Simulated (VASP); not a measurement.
A run of VASP 6.6.1 is set up as follows.

File INCAR:

```
  PREC = Accurate
  ENCUT = 520
  EDIFF = 1E-8
  ISMEAR = 0
  SIGMA = 0.01
  LREAL = False
  LASPH = True
  NELM = 80
  ALGO = Normal
  ISIF = 2
  LWAVE = False
  LCHARG = False
  GGA = PE
  IBRION = 8
  NSW = 1
  LEPSILON = True
```

The input KPOINTS:

```
Automatic mesh
0
Gamma
  10 10 10
```

The input POSCAR:

```
BAs
1.0
    0.0000000000      2.3263225333      2.3263225333
    2.3263225333      0.0000000000      2.3263225333
    2.3263225333      2.3263225333      0.0000000000
B As
1 1
Direct
    0.0000000000      0.0000000000      0.0000000000
    0.7500000000      0.7500000000      0.7500000000
```

Potentials or basis: VASP PAW PBE potentials, release 64 (B, As).

Launch:

```console
$ cat potpaw_PBE.64/B/POTCAR potpaw_PBE.64/As/POTCAR > POTCAR
$ mpirun -np 1 vasp_std > vasp.out
```

Task: Predict the electronic dielectric tensor (diagonal).

Result: 9.59.

Task: What does it give for the Born charges (mean of the diagonal)?

Result: B -0.76; As +0.76 e.

Task: Predict the highest phonon frequency at Γ, LO-TO splitting left out.

Result: 753 cm⁻¹.

Born effective charge tensors (e):
atom 1, B
```
-0.76  0.00  0.00
 0.00 -0.76  0.00
 0.00  0.00 -0.76
```
atom 2, As
```
0.76 0.00 0.00
0.00 0.76 0.00
0.00 0.00 0.76
```

Caveat: the cell stands under pressure or tension, which shifts response properties.
